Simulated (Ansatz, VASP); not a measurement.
**Two plane-wave programs on Si16Ge**

```
Si Ge
1.0
     0.00000    5.43000    5.43000
     5.43000    0.00000    5.43000
     5.43000    5.43000    0.00000
Si Ge
16 1
Direct
  0.98689 0.99701 0.99761
  0.05190 0.14877 0.14939
  0.98704 0.99697 0.51790
  0.13892 0.10625 0.62716
  0.98707 0.51723 0.99758
  0.13869 0.62658 0.10699
  0.07343 0.47490 0.47558
  0.13864 0.62658 0.62722
  0.43199 0.02207 0.02272
  0.61498 0.11253 0.11247
  0.51074 0.96485 0.51221
  0.61509 0.11271 0.65936
  0.51056 0.51183 0.96558
  0.61505 0.65842 0.11317
  0.51057 0.51140 0.51161
  0.69373 0.60151 0.60207
  0.56309 0.31100 0.31235
```

Alike in both runs: functional PBE; dispersion D3(BJ); k mesh 2 × 2 × 2; occupations fermi-dirac, width 0.02 eV; no spin polarisation.

Ansatz relaxed the structure, and its values are those at the end. VASP's run is a single point on that final structure, the one shown.

|  | VASP | Ansatz |
| --- | --- | --- |
| version | VASP 6.6.1 | Ansatz 0.2.0 |
| potentials or method | VASP PAW PBE potentials, release 64 (Si, Ge_d), cutoff 520 eV | scalar-relativistic, plane waves, PAW |
| valence electrons in the cell | 78 | 78 |

```tsv
	VASP	Ansatz	Ansatz less VASP
rms of the force components (eV/Å)	0.008	0.008	+0.0001
```

The k mesh is coarse, so the values compare programs but aren't converged.
